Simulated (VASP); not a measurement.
# Na (Im-3m) in VASP: a series of runs, part 2 of 2

VASP 6.6.1.

## 3. Electric field gradients, LDA

Contents of INCAR:

```
SYSTEM = Na
ALGO = Normal ; EDIFF = 1E-8
ENCUT = 520 ; ISIF = 2
ISMEAR = -1 ; LASPH = .True.
LCHARG = .False. ; LEFG = .True.
LREAL = .False. ; LWAVE = .False.
NBANDS = 10 ; NELM = 80
PREC = Accurate ; SIGMA = 0.03
```

Contents of KPOINTS:

```
k-points
0
Gamma
  11 11 11
  0 0 0
```

Contents of POSCAR:

```
Na
1.0
   -2.1175000000      2.1175000000      2.1175000000
    2.1175000000     -2.1175000000      2.1175000000
    2.1175000000      2.1175000000     -2.1175000000
Na
1
Direct
    0.0000000000      0.0000000000      0.0000000000
```

Potentials or basis: VASP PAW LDA potentials, release 64 (Na_pv).

Command:

```console
$ cat potpaw_LDA.64/Na_pv/POTCAR > POTCAR
$ mpirun -np 1 vasp_std > vasp.out
```

OUTCAR:

```text
SYSTEM = Na
   EDIFF = 1E-8
   ENCUT = 520
   ISIF = 2
   ISMEAR = -1
   LASPH = .True.
   LREAL = .False.
   NELM = 80
   PREC = Accurate

 ion  position               nearest neighbor table
   1  0.000  0.000  0.000-

  LATTYP: Found a body centered cubic cell.
 ALAT       =     4.2350000000

  Lattice vectors:

 A1 = (  -2.1175000000,   2.1175000000,   2.1175000000)
 A2 = (   2.1175000000,  -2.1175000000,   2.1175000000)
 A3 = (   2.1175000000,   2.1175000000,  -2.1175000000)

Analysis of symmetry for initial positions (statically):
=====================================================================
 Subroutine PRICEL returns:
 Original cell was already a primitive cell.

 Routine SETGRP: Setting up the symmetry group for a
 body centered cubic supercell.

 Subroutine GETGRP returns: Found 48 space group operations
 (whereof 48 operations were pure point group operations)
 out of a pool of 48 trial point group operations.

The static configuration has the point symmetry O_h .

Analysis of symmetry for dynamics (positions and initial velocities):
=====================================================================
 Subroutine PRICEL returns:
 Original cell was already a primitive cell.

 Routine SETGRP: Setting up the symmetry group for a
 body centered cubic supercell.

 Subroutine GETGRP returns: Found 48 space group operations
 (whereof 48 operations were pure point group operations)
 out of a pool of 48 trial point group operations.

The dynamic configuration has the point symmetry O_h .

 Subroutine INISYM returns: Found 48 space group operations
 (whereof 48 operations are pure point group operations),
 and found     1 'primitive' translations

----------------------------------------------------------------------------------------

                                     Primitive cell

  volume of cell :      37.9778

  direct lattice vectors                    reciprocal lattice vectors
    -2.117500000  2.117500000  2.117500000     0.000000000  0.236127509  0.236127509
     2.117500000 -2.117500000  2.117500000     0.236127509  0.000000000  0.236127509
     2.117500000  2.117500000 -2.117500000     0.236127509  0.236127509  0.000000000

  length of vectors
     3.667617585  3.667617585  3.667617585     0.333934725  0.333934725  0.333934725

  position of ions in fractional coordinates (direct lattice)
     0.000000000  0.000000000  0.000000000

  ion indices of the primitive-cell ions
   primitive index   ion index
                 1           1

----------------------------------------------------------------------------------------

 KPOINTS: k-points

Automatic generation of k-mesh.
 Grid dimensions read from file:
 generate k-points for:   11   11   11

 Generating k-lattice:

[... 61 lines left out ...]
   EDIFF  = 0.1E-07   stopping-criterion for ELM
   LREAL  =      F    real-space projection
   EDIFFG = 0.1E-06   stopping-criterion for IOM
   NSW    =      0    number of steps for IOM
   IBRION =     -1    ionic relax: 0-MD 1-quasi-New 2-CG
   NFREE  =      0    steps in history (QN), initial steepest desc. (CG)
   ISIF   =      2    stress and relaxation
   ISYM   =      2    0-nonsym 1-usesym 2-fastsym
   POTIM  = 0.5000    time-step for ionic-motion
   TEBEG  =    0.0;   TEEND  =   0.0 temperature during run
   PSTRESS=    0.0 pullay stress
   NELECT =       7.0000    total number of electrons
   NUPDOWN=      -1.0000    fix difference up-down
   EMIN   =  10.00;   EMAX   =-10.00  energy-range for DOS
   EFERMI =   0.00;   METHOD = LEGACY
   ISMEAR =    -1;   SIGMA  =   0.03  broadening in eV -4-tet -1-fermi 0-gaus
   EFERMI_NEDOS =   21; number of points for ismear=-14 and -15
   IALGO  =     38    algorithm
   IMIX   =      4    mixing-type and parameters
     AMIX     =   0.40;   BMIX     =  1.00
     AMIX_MAG =   1.60;   BMIX_MAG =  1.00
  volume/ion in A,a.u.               =      37.98       256.29
  Fermi-wavevector in a.u.,A,eV,Ry     =   0.931674  1.760609 11.810087  0.868017
  Thomas-Fermi vector in A             =   2.058192
   LORBIT       =      0    0 simple, 1 ext, 2 COOP (PROOUT), +10 PAW based schemes
   GGA     = CA    functional components
   LHFCALC =     F    Hartree Fock is set to
   AEXX    =    0.0000 exact exchange contribution
   IVDW    =     0    specifies the selected vdW correction
   LEPSILON=     F    determine dielectric tensor
   LRPA    =     F    only Hartree local field effects (RPA)
 non-spin polarized calculation
  energy-cutoff  :      520.00
  volume of cell :       37.98
 maximum number of plane-waves:      1055
   NGX = 13   NGY = 13   NGZ = 13

 number of electron       7.0000004 magnetization

 Free energy of the ion-electron system (eV)
  ---------------------------------------------------
  ext. energy  EPLUGINS =         0.00000000
  ---------------------------------------------------
  free energy    TOTEN  =        -1.44211070 eV

  energy without entropy =       -1.44091198  energy(sigma->0) =       -1.44151134

 E-fermi :   0.1017     XC(G=0):  -6.6609

 val. band max:        0.0609010833   @ k =  -0.3636   0.4545   0.0909
 cond. band min:       0.1949391549   @ k =   0.1818   0.1818   0.1818
 fundamental gap:      0.1340380716
 Fermi energy:         0.1016606899

 k-point     1 :       0.0000    0.0000    0.0000
  band No.  band energies     occupation
      1     -24.8708      2.00000
      2     -24.8708      2.00000
      3     -24.8708      2.00000
      4      -3.1374      2.00000
      5      11.5838      0.00000
      6      11.5838      0.00000
      7      11.5838      0.00000
      8      12.6676      0.00000
      9      12.6676      0.00000
     10      13.2725      0.00000
[... 287 lines left out ...]
 k-point    24 :       0.3636    0.1818    0.0909
  band No.  band energies     occupation
      1     -24.8979      2.00000
      2     -24.8857      2.00000
      3     -24.8758      2.00000
      4       1.4696      0.00000
      5       1.8861      0.00000
      6       4.6077      0.00000
      7       6.3205      0.00000
      8      13.1648      0.00000
      9      14.4507      0.00000
     10      15.6184      0.00000

 [... further k-points ...]
[... 5 lines left out ...]
  --------------------------------------------------------------------------------------
  -------------------------------------------------------------------------------------
  Total       -0.2295950     -0.2295950     -0.2295950      0.0000000     -0.0000000      0.0000000
  in kB       -9.6859635     -9.6859635     -9.6859635      0.0000000     -0.0000000      0.0000000
  external PRESSURE =      -9.6859635 kB  Pullay stress =       0.0000000 kB

 VOLUME and BASIS-vectors are now :
 -----------------------------------------------------------------------------
  energy-cutoff  :      520.00
  volume of cell :       37.98
      direct lattice vectors                 reciprocal lattice vectors
    -2.117500000  2.117500000  2.117500000     0.000000000  0.236127509  0.236127509
     2.117500000 -2.117500000  2.117500000     0.236127509  0.000000000  0.236127509
     2.117500000  2.117500000 -2.117500000     0.236127509  0.236127509  0.000000000

 POSITION                                       TOTAL-FORCE (eV/Angst)
 -----------------------------------------------------------------------------------
      0.00000      0.00000      0.00000         0.000000      0.000000     -0.000000
 -----------------------------------------------------------------------------------
    total drift:                                0.000000     -0.000000     -0.000000

  FREE ENERGIE OF THE ION-ELECTRON SYSTEM (eV)
  ---------------------------------------------------
  free  energy   TOTEN  =        -1.4421107039 eV

  energy  without entropy=       -1.4409119759  energy(sigma->0) =       -1.44151134

 Electric field gradients (V/A^2)
---------------------------------------------------------------------
 ion       V_xx      V_yy      V_zz      V_xy      V_xz      V_yz
---------------------------------------------------------------------
   1       0.000     0.000     0.000     0.002     0.002     0.002
---------------------------------------------------------------------

 Electric field gradients after diagonalization (V/A^2)
 (convention: |V_zz| > |V_xx| > |V_yy|)
----------------------------------------------------------------------
 ion       V_xx      V_yy      V_zz     asymmetry (V_yy - V_xx)/ V_zz
----------------------------------------------------------------------
   1      -0.002    -0.002     0.004       0.000
----------------------------------------------------------------------

           NMR quadrupolar parameters

 Cq : quadrupolar parameter    Cq=e*Q*V_zz/h
 eta: asymmetry parameters     (V_yy - V_xx)/ V_zz
 Q  : nuclear electric quadrupole moment in mb (millibarn)
----------------------------------------------------------------------
 ion       Cq(MHz)       eta       Q (mb)
----------------------------------------------------------------------
   1       0.000       0.000       1.000
----------------------------------------------------------------------
```

It took 11 s on 1 thread of Intel Xeon 6975P-C, shared host; peak memory 0.14 GiB.

Results:

```yaml
Free_energy: -1.4421 eV
Pressure: -1.0 GPa
```

Levels at points of the mesh, in eV from the Fermi level:
```csv
k point,band 1,band 2,band 3,band 4,band 5,band 6,band 7,band 8
"(0.00, 0.00, 0.00)",-24.97,-24.97,-24.97,-3.24,11.48,11.48,11.48,12.57
```

Caveat: without QUAD_EFG the Cq values of the log hold for a quadrupole moment of 1 mb, not for the nuclei.

## 4. Electric field gradients, PBEsol

Contents of INCAR:

```
SYSTEM = Na
  PREC = Accurate
  ENCUT = 520
  EDIFF = 1E-8
  ISMEAR = -1
  SIGMA = 0.03
  LREAL = .False.
  LASPH = .True.
  NELM = 80
  ALGO = Normal
  ISIF = 2
  LWAVE = .False.
  LCHARG = .False.
  GGA = PS
  LEFG = .True.
  NBANDS = 10
```

Contents of KPOINTS:

```
regular mesh
0
Gamma
  11 11 11
  0 0 0
```

POSCAR is that of step 3.

Potentials or basis: VASP PAW PBE potentials, release 64 (Na_pv).

Command:

```console
$ cat potpaw_PBE.64/Na_pv/POTCAR > POTCAR
$ mpirun -np 1 vasp_std > vasp.out
```

OUTCAR:

```text
SYSTEM = Na
   PREC = Accurate
   ENCUT = 520
   EDIFF = 1E-8
   ISMEAR = -1
   LREAL = .False.
   LASPH = .True.
   NELM = 80
   ISIF = 2
   GGA = PS

 ion  position               nearest neighbor table
   1  0.000  0.000  0.000-

  LATTYP: Found a body centered cubic cell.
 ALAT       =     4.2350000000

  Lattice vectors:

 A1 = (  -2.1175000000,   2.1175000000,   2.1175000000)
 A2 = (   2.1175000000,  -2.1175000000,   2.1175000000)
 A3 = (   2.1175000000,   2.1175000000,  -2.1175000000)

Analysis of symmetry for initial positions (statically):
=====================================================================
 Subroutine PRICEL returns:
 Original cell was already a primitive cell.

 Routine SETGRP: Setting up the symmetry group for a
 body centered cubic supercell.

 Subroutine GETGRP returns: Found 48 space group operations
 (whereof 48 operations were pure point group operations)
[... 491 lines left out ...]

 VOLUME and BASIS-vectors are now :
 -----------------------------------------------------------------------------
  energy-cutoff  :      520.00
  volume of cell :       37.98
      direct lattice vectors                 reciprocal lattice vectors
    -2.117500000  2.117500000  2.117500000     0.000000000  0.236127509  0.236127509
     2.117500000 -2.117500000  2.117500000     0.236127509  0.000000000  0.236127509
     2.117500000  2.117500000 -2.117500000     0.236127509  0.236127509  0.000000000

 POSITION                                       TOTAL-FORCE (eV/Angst)
 -----------------------------------------------------------------------------------
      0.00000      0.00000      0.00000         0.000000      0.000000     -0.000000
 -----------------------------------------------------------------------------------
    total drift:                               -0.000000     -0.000000     -0.000000

  FREE ENERGIE OF THE ION-ELECTRON SYSTEM (eV)
  ---------------------------------------------------
  free  energy   TOTEN  =        -1.4009326902 eV

  energy  without entropy=       -1.3997324837  energy(sigma->0) =       -1.40033259

 Electric field gradients (V/A^2)
---------------------------------------------------------------------
 ion       V_xx      V_yy      V_zz      V_xy      V_xz      V_yz
---------------------------------------------------------------------
   1      -0.000     0.000     0.000    -0.004    -0.004    -0.004
---------------------------------------------------------------------

 Electric field gradients after diagonalization (V/A^2)
 (convention: |V_zz| > |V_xx| > |V_yy|)
----------------------------------------------------------------------
 ion       V_xx      V_yy      V_zz     asymmetry (V_yy - V_xx)/ V_zz
----------------------------------------------------------------------
   1       0.004     0.004    -0.008       0.000
----------------------------------------------------------------------

           NMR quadrupolar parameters

 Cq : quadrupolar parameter    Cq=e*Q*V_zz/h
 eta: asymmetry parameters     (V_yy - V_xx)/ V_zz
 Q  : nuclear electric quadrupole moment in mb (millibarn)
----------------------------------------------------------------------
 ion       Cq(MHz)       eta       Q (mb)
----------------------------------------------------------------------
   1      -0.000       0.000       1.000
----------------------------------------------------------------------
```

stdout:

```text
POSCAR found type information on POSCAR Na
 POSCAR found :  1 types and       1 ions
 scaLAPACK will be used
 -----------------------------------------------------------------------------
|                                                                             |
|                                                                             |
|     You enforced a specific xc type in the INCAR file but a different       |
|     I HOPE YOU KNOW WHAT YOU ARE DOING!                                     |
|                                                                             |
 -----------------------------------------------------------------------------

 LDA part: xc-table for (Slater+PW92), standard interpolation
 POSCAR, INCAR and KPOINTS ok, starting setup
 FFT: planning ... GRIDC
 FFT: planning ... GRID_SOFT
 FFT: planning ... GRID
 WAVECAR not read
 entering main loop
ion   1
```

It took 11 s on 1 thread of Intel Xeon 6975P-C, shared host; peak memory 0.15 GiB.

Results:

```yaml
Free_energy: -1.4009 eV
Pressure: -0.3 GPa
```

Caveat: without QUAD_EFG the Cq values of the log hold for a quadrupole moment of 1 mb, not for the nuclei; the PAW data sets were made with another functional, which shifts forces and pressure a little.

## 5. The runs side by side

| task | level | potentials or basis | k mesh for the DOS | occupations for the DOS | gap on the mesh (eV) | pressure (GPa) |
| --- | --- | --- | --- | --- | --- | --- |
| density of states | PBE | VASP PAW PBE potentials, release 64 (Na_pv) | 17 × 17 × 17 | tetrahedron | - | - |
| electric field gradients | LDA | VASP PAW LDA potentials, release 64 (Na_pv) | - | - | none | -1.0 |
| electric field gradients | PBEsol | VASP PAW PBE potentials, release 64 (Na_pv) | - | - | none | -0.3 |

Alike in all rows: no spin polarisation; cell as given; k mesh 11 × 11 × 11; cutoff (eV) 520; smearing fermi-dirac 0.03 eV.

Caveats: the PAW data sets were made with another functional, which shifts forces and pressure a little (some runs).

Total energies depend on the potentials used, so only differences within one code and one set of settings carry meaning.
